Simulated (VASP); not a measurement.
A run of VASP 6.6.1:

INCAR

```
SYSTEM = Ga16HO24
ALGO = Normal
EDIFF = 1E-6
ENCUT = 520
GGA = PE
ISIF = 2
ISMEAR = -1
LASPH = .TRUE.
LCHARG = .FALSE.
LREAL = Auto
LWAVE = .FALSE.
NBANDS = 202
NELECT = 354.0
NELM = 60
PREC = Accurate
SIGMA = 0.01
```

The input KPOINTS:

```
k-points
0
G
  1 1 1
  0 0 0
```

Contents of POSCAR:

```
Ga16HO24
1.0
    2.5289754500      1.4601046700      4.5413080100
   -5.0579508900      2.9202093400      9.0826160100
    0.0000000000     -5.8404185800      9.0826160400
Ga O H
16 24 1
Direct
    0.8471195728      0.4292959515      0.4263727835
    0.6341182817      0.3221222261      0.3166341067
    0.1525965092      0.0704899408      0.0735004678
    0.3654189329      0.1775198860      0.1834281450
    0.8588105519      0.4317697973      0.9231010191
    0.6444810530      0.3220126082      0.8204788648
    0.1408814859      0.0681015274      0.5767455925
    0.3553933839      0.1777365758      0.6793982161
    0.8581027735      0.9270325040      0.4276681236
    0.6433569921      0.8217310970      0.3206224837
    0.1416558008      0.5728691703      0.0721780942
    0.3563708813      0.6780683700      0.1793759619
    0.8569716805      0.9302107318      0.9269562185
    0.6441930920      0.8250494400      0.8200420795
    0.1427534724      0.5695327651      0.5729977534
    0.3555838743      0.6746920742      0.6798863727
    0.7675906835      0.2088293498      0.0260524125
    0.4526256743      0.0097636672      0.3884737828
    0.0292700255      0.3765888130      0.2281314534
    0.2320021899      0.2906833560      0.4739131132
    0.9704875862      0.1231866414      0.2718062314
    0.5472231991      0.4900441970      0.1114222069
    0.7529976381      0.2117035247      0.5335003910
    0.4509862699      0.0222947225      0.8786688260
    0.0522435015      0.3704998981      0.7301092896
    0.2467356323      0.2880033731      0.9663573239
    0.9474897483      0.1292124640      0.7697908509
    0.5487413702      0.4773904438      0.6212453164
    0.7482703191      0.7178054924      0.0357303504
    0.4432483176      0.5207564191      0.3802859026
    0.0523073328      0.8700853138      0.2289537281
    0.2512473108      0.7820038664      0.4641883976
    0.9474366845      0.6296899615      0.2709862430
    0.5564280340      0.9789170901      0.1196484570
    0.7494347188      0.7104230787      0.5381615819
    0.4475360819      0.5198613186      0.8802190656
    0.0524420620      0.8679480283      0.7295942294
    0.2504287389      0.7891840645      0.9616932341
    0.9473388785      0.6317909388      0.7702845741
    0.5522850482      0.9798388829      0.6196726337
    0.4999675663      0.2499675863      0.2498300992
```

Potentials or basis: VASP PAW PBE potentials, release 64 (Ga_d, O, H).

Command:

```bash
$ cat potpaw_PBE.64/Ga_d/POTCAR potpaw_PBE.64/O/POTCAR potpaw_PBE.64/H/POTCAR > POTCAR
$ mpirun -np 1 vasp_gam > vasp.out
```

Hardware: 1 thread of Intel(R) Xeon(R) Platinum 8488C (Sapphire Rapids) (shared host).

Task: How long does it take, and how much memory?

Result: It took 6.2 min on 1 thread of Intel(R) Xeon(R) Platinum 8488C (Sapphire Rapids), on a shared host, peak memory 0.54 GiB. Counts: scf iterations 20, k points 1.
